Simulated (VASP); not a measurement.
A run of VASP 6.6.1 is set up as follows.

File INCAR:

```
SYSTEM = BAs
PREC = Accurate
ENCUT = 500
EDIFF = 1E-8
ISMEAR = 0
SIGMA = 0.01
LREAL = .FALSE.
LASPH = .TRUE.
NELM = 120
ALGO = Normal
ISIF = 2
LWAVE = .FALSE.
LCHARG = .FALSE.
GGA = CA
IBRION = 8
NSW = 1
GGA_COMPAT = .FALSE.
```

KPOINTS

```
Automatic mesh
0
G
  6 6 6
  0 0 0
```

POSCAR

```
BAs
1.0
    0.0000000000      2.3663118548      2.3663118548
    2.3663118548      0.0000000000      2.3663118548
    2.3663118548      2.3663118548      0.0000000000
B As
1 1
Direct
    0.0000000000      0.0000000000      0.0000000000
    0.2500000000      0.2500000000      0.2500000000
```

Potentials or basis: VASP PAW LDA potentials, release 64 (B, As).

The run is started by

```sh
$ cat potpaw_LDA.64/B/POTCAR potpaw_LDA.64/As/POTCAR > POTCAR
$ mpirun -np 1 vasp_std > vasp.out
```

Q: Predict the highest phonon frequency at Γ, LO-TO splitting left out.

A: 707 cm⁻¹.

Phonon frequencies in cm⁻¹ (negative: imaginary):
| q point | frequencies |
| --- | --- |
| (0.000, 0.000, 0.000) | 0 0 0 707 707 707 |

Caveat: the k points lie up to 0.38 Å⁻¹ apart.
